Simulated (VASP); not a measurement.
# C (I4_1/amd) in VASP: further runs

Runs on C. Level: r2SCAN. Tasks: dielectric tensor.

All numbers are computed with VASP 6.6.1; they aren't measurements. Logs are shortened: lines on timing, memory, paths and dates and some standing lists are left out, and cuts for length are marked.

### 1 The cell of the first run

It takes space group I4_1/amd (No. 141, tetragonal). Conventional cell: a = 2.517 Å, b = 2.517 Å, c = 3.489 Å, α = 90.00°, β = 90.00°, γ = 90.00°. Within 2.0 Å of C (site symmetry -4m2) lie 4 C at 1.53 Å.

### 2 Dielectric tensor, r2SCAN (uniaxial z strain -2.0%)

INCAR reads:

```
SYSTEM = C
PREC = Accurate ; ENCUT = 520
EDIFF = 1E-8 ; ISMEAR = 0
SIGMA = 0.01 ; LREAL = .FALSE.
LASPH = .TRUE. ; NELM = 60
ALGO = Normal ; ISIF = 2
LWAVE = .FALSE. ; LCHARG = .FALSE.
METAGGA = R2SCAN ; LMIXTAU = .TRUE.
LCALCEPS = .TRUE.
```

KPOINTS reads:

```
Automatic mesh
0
G
  10 10 10
  0 0 0
```

POSCAR reads:

```
C
1.0
    0.0000000000      1.7801241425      1.7445216597
    1.7801241425      0.0000000000      1.7445216597
    1.7801241425      1.7801241425      0.0000000000
C
2
Direct
    0.0000000000      0.0000000000      0.0000000000
    0.2500000000      0.2500000000      0.2500000000
```

Potentials or basis: VASP PAW PBE potentials, release 64 (C).

Command:

```sh
$ cat potpaw_PBE.64/C/POTCAR > POTCAR
$ mpirun -np 1 vasp_std > vasp.out
```

OUTCAR:

```text
SYSTEM = C
   PREC = Accurate
   ENCUT = 520
   EDIFF = 1E-8
   ISMEAR = 0
   LREAL = .FALSE.
   LASPH = .TRUE.
   NELM = 60
   ISIF = 2
   METAGGA = R2SCAN

 ion  position               nearest neighbor table
   1  0.000  0.000  0.000-   2 1.53   2 1.53   2 1.53   2 1.53
   2  0.250  0.250  0.250-   1 1.53   1 1.53   1 1.53   1 1.53

  LATTYP: Found a body centered tetragonal cell.
 ALAT       =     2.5174757050
 C/A-ratio  =     1.3859292912

  Lattice vectors:

 A1 = (   0.0000000000,  -1.7801241425,  -1.7445216597)
 A2 = (   0.0000000000,   1.7801241425,  -1.7445216597)
 A3 = (   1.7801241425,   0.0000000000,   1.7445216597)

Analysis of symmetry for initial positions (statically):
=====================================================================
 Subroutine PRICEL returns:
 Original cell was already a primitive cell.

 Routine SETGRP: Setting up the symmetry group for a
 body centered tetragonal supercell.

 Subroutine GETGRP returns: Found 16 space group operations
 (whereof  8 operations were pure point group operations)
 out of a pool of 16 trial point group operations.

The static configuration has the point symmetry D_2d.
 The point group associated with its full space group is D_4h.

Analysis of symmetry for dynamics (positions and initial velocities):
=====================================================================
 Subroutine PRICEL returns:
 Original cell was already a primitive cell.

 Routine SETGRP: Setting up the symmetry group for a
 body centered tetragonal supercell.

 Subroutine GETGRP returns: Found 16 space group operations
 (whereof  8 operations were pure point group operations)
 out of a pool of 16 trial point group operations.

The dynamic configuration has the point symmetry D_2d.
 The point group associated with its full space group is D_4h.

 Subroutine INISYM returns: Found 16 space group operations
 (whereof  8 operations are pure point group operations),
 and found     1 'primitive' translations

----------------------------------------------------------------------------------------

                                     Primitive cell

  volume of cell :      11.0562

  direct lattice vectors                    reciprocal lattice vectors
     0.000000000  1.780124143  1.744521660    -0.280879287  0.280879287  0.286611517
     1.780124143  0.000000000  1.744521660     0.280879287 -0.280879287  0.286611517
     1.780124143  1.780124143  0.000000000     0.280879287  0.280879287 -0.286611517

  length of vectors
     2.492428090  2.492428090  2.517475705     0.489829062  0.489829062  0.489829062

  position of ions in fractional coordinates (direct lattice)
     0.000000000  0.000000000  0.000000000
     0.250000000  0.250000000  0.250000000

  ion indices of the primitive-cell ions
   primitive index   ion index
                 1           1
                 2           2

----------------------------------------------------------------------------------------

 KPOINTS: Automatic mesh

Automatic generation of k-mesh.
 Grid dimensions read from file:
 generate k-points for:   10   10   10

 Generating k-lattice:

  Cartesian coordinates                     Fractional coordinates (reciprocal lattice)
    -0.028087929  0.028087929  0.028661152     0.100000000 -0.000000000  0.000000000
     0.028087929 -0.028087929  0.028661152    -0.000000000  0.100000000  0.000000000
     0.028087929  0.028087929 -0.028661152     0.000000000  0.000000000  0.100000000

  Length of vectors
     0.048982906  0.048982906  0.048982906

  Shift w.r.t. Gamma in fractional coordinates (k-lattice)
     0.000000000  0.000000000  0.000000000
[... 35 lines left out ...]
   total plane-waves  NPLWV =   8000
   dimension x,y,z NGX =    20 NGY =   20 NGZ =   20
   dimension x,y,z NGXF=    40 NGYF=   40 NGZF=   40
   ions per type =               2
   NGX,Y,Z   is equivalent  to a cutoff of  13.34, 13.34, 13.21 a.u.
   NGXF,Y,Z  is equivalent  to a cutoff of  26.68, 26.68, 26.41 a.u.
 SYSTEM =  C
   PREC   = accura    normal or accurate (medium, high low for compatibility)
   ISTART =      0    job   : 0-new  1-cont  2-samecut
   ICHARG =      2    charge: 1-file 2-atom 10-const
   ISPIN  =      1    spin polarized calculation?
   LNONCOLLINEAR =      F non collinear calculations
   LSORBIT =      F    spin-orbit coupling
   LASPH  =      T    aspherical Exc in radial PAW
   ENCUT  =  520.0 eV  38.22 Ry    6.18 a.u.   4.63  4.63  4.68*2*pi/ulx,y,z
   NELM   =     60;   NELMIN=  2; NELMDL= -5     # of ELM steps
   EDIFF  = 0.1E-07   stopping-criterion for ELM
   LREAL  =      F    real-space projection
   EDIFFG = 0.1E-06   stopping-criterion for IOM
   NSW    =      0    number of steps for IOM
   IBRION =     -1    ionic relax: 0-MD 1-quasi-New 2-CG
   NFREE  =      0    steps in history (QN), initial steepest desc. (CG)
   ISIF   =      2    stress and relaxation
   ISYM   =      2    0-nonsym 1-usesym 2-fastsym
   POTIM  = 0.5000    time-step for ionic-motion
   TEBEG  =    0.0;   TEEND  =   0.0 temperature during run
   PSTRESS=    0.0 pullay stress
   NELECT =       8.0000    total number of electrons
   NUPDOWN=      -1.0000    fix difference up-down
   EMIN   =  10.00;   EMAX   =-10.00  energy-range for DOS
   EFERMI =   0.00;   METHOD = LEGACY
   ISMEAR =     0;   SIGMA  =   0.01  broadening in eV -4-tet -1-fermi 0-gaus
   EFERMI_NEDOS =   21; number of points for ismear=-14 and -15
   IALGO  =     38    algorithm
   IMIX   =      4    mixing-type and parameters
     AMIX     =   0.40;   BMIX     =  1.00
     AMIX_MAG =   1.60;   BMIX_MAG =  1.00
  volume/ion in A,a.u.               =       5.53        37.31
  Fermi-wavevector in a.u.,A,eV,Ry     =   1.469724  2.777376 29.389798  2.160089
  Thomas-Fermi vector in A             =   2.585067
   LORBIT       =      0    0 simple, 1 ext, 2 COOP (PROOUT), +10 PAW based schemes
   METAGGA = R2SCAN    functional components
   LHFCALC =     F    Hartree Fock is set to
   AEXX    =    0.0000 exact exchange contribution
   IVDW    =     0    specifies the selected vdW correction
   LEPSILON=     F    determine dielectric tensor
   LRPA    =     F    only Hartree local field effects (RPA)
   LRPA       =     F
 non-spin polarized calculation
 Gauss-broadening in eV      SIGMA  =   0.01
  energy-cutoff  :      520.00
  volume of cell :       11.06
 maximum number of plane-waves:       310
   NGX =  9   NGY =  9   NGZ =  9

 Total electronic dipole moment: p[elc]=(     0.00000    -0.00000    -0.00000 ) |e| Angst

 Total electronic dipole moment: p[elc]=(     0.00000     0.00000    -0.00000 ) |e| Angst

 number of electron       7.9999999 magnetization

 Free energy of the ion-electron system (eV)
  ---------------------------------------------------
  ext. energy  EPLUGINS =         0.00000000
  ---------------------------------------------------
  free energy    TOTEN  =       -19.63910798 eV

  energy without entropy =      -19.63910798  energy(sigma->0) =      -19.63910798

 E-fermi :  10.3563     XC(G=0): -14.3998

 val. band max:       10.3018088779   @ k =   0.0000   0.0000   0.0000
 cond. band min:   10000.0000000000   @ k =   0.0000   0.0000   0.0000
 fundamental gap:   9989.6981911221
 Fermi energy:        10.3562617765

 k-point     1 :       0.0000    0.0000    0.0000
  band No.  band energies     occupation
      1     -12.9637      2.00000
      2       9.9843      2.00000
      3       9.9843      2.00000
      4      10.3018      2.00000
      5   10000.0000      0.00000
      6   10000.0000      0.00000
      7   10000.0000      0.00000
      8   10000.0000      0.00000
[... 243 lines left out ...]
 k-point    24 :       0.4000    0.3000    0.0000
  band No.  band energies     occupation
      1      -7.9615      2.00000
      2       1.4953      2.00000
      3       3.5926      2.00000
      4       4.0901      2.00000
      5   10000.0000      0.00000
      6   10000.0000      0.00000
      7   10000.0000      0.00000
      8   10000.0000      0.00000

 [... further k-points ...]

------------------------ aborting loop because EDIFF is reached ----------------------------------------

            Ionic dipole moment: p[ion]=(     3.56025     3.56025     3.48904 ) |e| Angst

 Total electronic dipole moment: p[elc]=(     0.00000     0.00000     0.00282 ) |e| Angst

 MACROSCOPIC STATIC DIELECTRIC TENSOR (including local field effects)
 ------------------------------------------------------
           5.836247     0.000000     0.000000
           0.000000     5.836247     0.000000
           0.000000     0.000000     5.619950
 ------------------------------------------------------

 PIEZOELECTRIC TENSOR (including local field effects) (e Angst)
          XX          YY          ZZ          XY          YZ          ZX
  --------------------------------------------------------------------------------
  x     0.00000     0.00000     0.00000     0.00000    -0.00000     0.00000
  y     0.00000     0.00000     0.00000     0.00000     0.00000    -0.00000
  z     0.00000     0.00000     0.00000    -0.00000     0.00000     0.00000

 PIEZOELECTRIC TENSOR (including local field effects) (C/m^2)
          XX          YY          ZZ          XY          YZ          ZX
  --------------------------------------------------------------------------------
  x     0.00000     0.00000     0.00000     0.00000    -0.00000     0.00000
  y     0.00000     0.00000     0.00000     0.00000     0.00000    -0.00000
  z     0.00000     0.00000     0.00000    -0.00000     0.00000     0.00000

 BORN EFFECTIVE CHARGES (including local field effects) (in |e|, cummulative output)
 ---------------------------------------------------------------------------------
 ion    1
    1    -0.00000     0.00000     0.00000
    2     0.00000    -0.00000    -0.00000
    3     0.00000     0.00000     0.00000
 ion    2
    1     0.00000     0.00000     0.00000
    2    -0.00000     0.00000     0.00000
    3     0.00000     0.00000     0.00000

  FORCE on cell =-STRESS in cart. coord.  units (eV):
  Direction    XX          YY          ZZ          XY          YZ          ZX
  --------------------------------------------------------------------------------------
  -------------------------------------------------------------------------------------
  Total        0.2764721      0.2764721      1.6576687      0.0000000      0.0000000      0.0000000
  in kB       40.0640642     40.0640642    240.2156866      0.0000000      0.0000000      0.0000000
  external PRESSURE =     106.7812717 kB  Pullay stress =       0.0000000 kB

 VOLUME and BASIS-vectors are now :
 -----------------------------------------------------------------------------
  energy-cutoff  :      520.00
  volume of cell :       11.06
      direct lattice vectors                 reciprocal lattice vectors
     0.000000000  1.780124143  1.744521660    -0.280879287  0.280879287  0.286611517
     1.780124143  0.000000000  1.744521660     0.280879287 -0.280879287  0.286611517
     1.780124143  1.780124143  0.000000000     0.280879287  0.280879287 -0.286611517

 POSITION                                       TOTAL-FORCE (eV/Angst)
 -----------------------------------------------------------------------------------
      0.00000      0.00000      0.00000        -0.000000     -0.000000      0.000000
      0.89006      0.89006      0.87226         0.000000      0.000000     -0.000000
 -----------------------------------------------------------------------------------
    total drift:                                0.000000      0.000000      0.000000

  FREE ENERGIE OF THE ION-ELECTRON SYSTEM (eV)
  ---------------------------------------------------
  free  energy   TOTEN  =       -19.6391079818 eV

  energy  without entropy=      -19.6391079818  energy(sigma->0) =      -19.63910798
```

Run time: 32 min. Hardware: 1 thread of Intel Xeon 8259CL, shared host; peak memory 0.29 GiB.

What came out:

- Band gap on the k mesh: 3.87 eV (least direct gap 5.52 eV)
- Electronic dielectric tensor (diagonal): 5.84, 5.84, 5.62
- Born charges (mean of the diagonal): C +0.00 e

Levels at points of the mesh, in eV from the valence-band top:
```
           k point  band 2  band 3  band 4  band 5  band 6  band 7
(0.00, 0.00, 0.00)   -0.32   -0.32    0.00    5.52    5.79    5.79
(0.50, 0.00, 0.00)  -14.55   -3.45   -3.07    8.62    8.68    9.52
(0.50, 0.50, 0.00)  -13.76   -7.24   -7.24    4.51    4.51   18.14
(0.50, 0.00, 0.50)  -14.10   -6.92   -6.92    5.02    5.02   18.01
```

Electronic dielectric tensor:
```
5.84 0.00 0.00
0.00 5.84 0.00
0.00 0.00 5.62
```

Born effective charge tensors (e):
atom 1, C
```
0.00 0.00 0.00
0.00 0.00 0.00
0.00 0.00 0.00
```
atom 2, C
```
0.00 0.00 0.00
0.00 0.00 0.00
0.00 0.00 0.00
```

Dipole moments of the cell (e·Å, modulo the quantum): ionic 3.560, 3.560, 3.489; electronic 0.000, 0.000, 0.003

Caveat: the cell differs from its parent crystal (uniaxial z strain -2.0%); the PAW data sets were made with another functional, which shifts forces and pressure a little. A k mesh can miss the band edges.

(Part 1 of 2 ends here.)

The gap in the log of VASP goes by the Fermi energy; the results here count the filled bands.